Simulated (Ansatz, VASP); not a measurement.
## One calculation of ZrSi2, two programs

```
Zr Si
1.0
     1.85214   -7.39655    0.00000
     1.85214    7.39655    0.00000
     0.00000    0.00000    3.67931
Zr Si
2 4
Direct
  0.89464 0.10536 0.25000
  0.10536 0.89464 0.75000
  0.55306 0.44694 0.25000
  0.44694 0.55306 0.75000
  0.25029 0.74971 0.25000
  0.74971 0.25029 0.75000
```

Alike in both runs: functional PBE; k mesh 10 × 10 × 10; occupations gaussian, width 0.1 eV; no spin polarisation.

Ansatz relaxed the structure, and its values are those at the end. VASP's run is a single point on that final structure, the one shown.

```csv
,VASP,Ansatz
version,VASP 6.6.1,Ansatz 0.2.0
potentials or method,"VASP PAW PBE potentials, release 64 (Zr_sv, Si), cutoff 520 eV","scalar-relativistic, all-electron LAPW"
```

```tsv
	VASP	Ansatz	Ansatz less VASP
gap on the k mesh at the Fermi level (eV)	none	none	-
pressure (GPa)	0.0	0.0	-0.01
```

A gap of «none» marks a metal or a gap that the smearing closes. Ansatz ran all-electron here, and VASP with PAW potentials.
